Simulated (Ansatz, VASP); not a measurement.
## MnIn3: VASP beside Ansatz

```
Mn In
1.0
    -2.82807    2.82807    2.82807
     2.82807   -2.82807    2.82807
     2.82807    2.82807   -2.82807
Mn In
1 3
Direct
  0.00000 0.00000 0.00000
  0.00000 0.50000 0.50000
  0.50000 0.00000 0.50000
  0.50000 0.50000 0.00000
```

Alike in both runs: task single point; functional PBE; k mesh 4 × 4 × 4; occupations gaussian, width 0.1 eV; collinear spin.

|  | VASP | Ansatz |
| --- | --- | --- |
| version | VASP 6.6.1 | Ansatz 0.2.0 |
| potentials or method | VASP PAW PBE potentials, release 64 (Mn_pv, In_d), cutoff 520 eV | scalar-relativistic, plane waves, PAW |
| valence electrons in the cell | 52 | 54 |

|  | VASP | Ansatz | Ansatz less VASP |
| --- | --- | --- | --- |
| gap on the k mesh at the Fermi level (eV) | none | none | - |
| pressure (GPa) | 7.9 | 7.9 | 0.00 |
| net moment per atom (μB) | 0.97 | 0.97 | +0.002 |
| size of the moment on the site where the two differ most (μB) | 3.66 | 3.72 | +0.057 |

Site moments also hang on the region over which each program counts them. A gap of «none» marks a metal or a gap that the smearing closes. The functional is the same, so the differences come from potentials, cutoffs and numerics. VASP's potentials hold 52 valence electrons a cell and Ansatz's 54, so a difference there can come from the potentials and not from the codes.

The k mesh is coarse, so the values compare programs but aren't converged.
